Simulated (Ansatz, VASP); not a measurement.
**Two plane-wave programs on SiC**

```
Si C
1.0
     0.00000    2.17805    2.17805
     2.17805    0.00000    2.17805
     2.17805    2.17805    0.00000
Si C
1 1
Cartesian
  0.0000 0.0000 0.0000
  1.0890 1.0890 1.0890
```

Alike in both runs: task single point; functional PBEsol; k mesh 8 × 8 × 8; no spin polarisation.

|  | VASP | Ansatz |
| --- | --- | --- |
| version | VASP 6.6.1 | Ansatz 0.2.0 |
| potentials or method | VASP PAW PBE potentials, release 64 (Si, C) | plane waves |
| plane-wave cutoff (eV) | 600 | 420 |
| occupations | methfessel-paxton of order 1, width 0.05 eV | cold, width 0.05 eV |
| valence electrons in the cell | 8 | 8 |

VASP gave:

```
gap on the k mesh at the Fermi level (eV) : 1.23
pressure (GPa)                            : 0.3
```

Problem. Estimate Ansatz's values.

Solution. gap on the k mesh at the Fermi level (eV): 1.24; pressure (GPa): 0.1.

VASP's potentials were made for PBE, not for PBEsol.
